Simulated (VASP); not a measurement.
Ti: single point with PBEsol+D3(BJ)

Crystal: Ti.

```
Ti
1.0
     2.86146    0.00000    0.00000
    -1.43073    2.47810    0.00000
     0.00000    0.00000    4.53118
Ti
2
Cartesian
  0.0000 1.6521 1.1328
  1.4307 0.8260 3.3984
```

- Program: VASP 6.6.1
- Task: single point
- Functional: PBEsol
- Dispersion: D3(BJ)
- Potentials or basis: VASP PAW PBE potentials, release 64 (Ti_sv)
- Cutoff: 520 eV
- k mesh: 10 × 10 × 6
- Occupations: fermi-dirac, width 0.1 eV
- Spin: no spin polarisation

| Quantity | Value |
| --- | --- |
| Pressure | -1.6 GPa |
| Band gap on the k mesh | zero (band 12 reaches 9.87 eV, above the bottom of band 13 at 8.87 eV) |
| Dispersion energy per atom | -0.649 eV |

Levels at points of the mesh, in eV from the Fermi level:
| k point | band 10 | band 11 | band 12 | band 13 | band 14 | band 15 |
| --- | --- | --- | --- | --- | --- | --- |
| (0.00, 0.00, 0.00) | -2.87 | 0.84 | 0.84 | 0.98 | 1.04 | 1.40 |
| (0.50, 0.00, 0.00) | -2.38 | -2.04 | -0.50 | 0.51 | 0.73 | 1.33 |
| (0.00, 0.00, 0.50) | -4.40 | 0.12 | 0.12 | 0.73 | 0.73 | 0.73 |
| (0.50, 0.00, 0.50) | -2.74 | -0.89 | -0.89 | 1.59 | 1.59 | 1.91 |

It took 33 s on 1 thread of Intel(R) Xeon(R) Platinum 8375C CPU @ 2.90GHz (Ice Lake), with other jobs on the host, peak memory 0.17 GiB.

Caveat: three body term missing; the PAW data sets were made with another functional, which shifts forces and pressure a little; pairwise dispersion overbinds metals, which lowers pressure and volume.
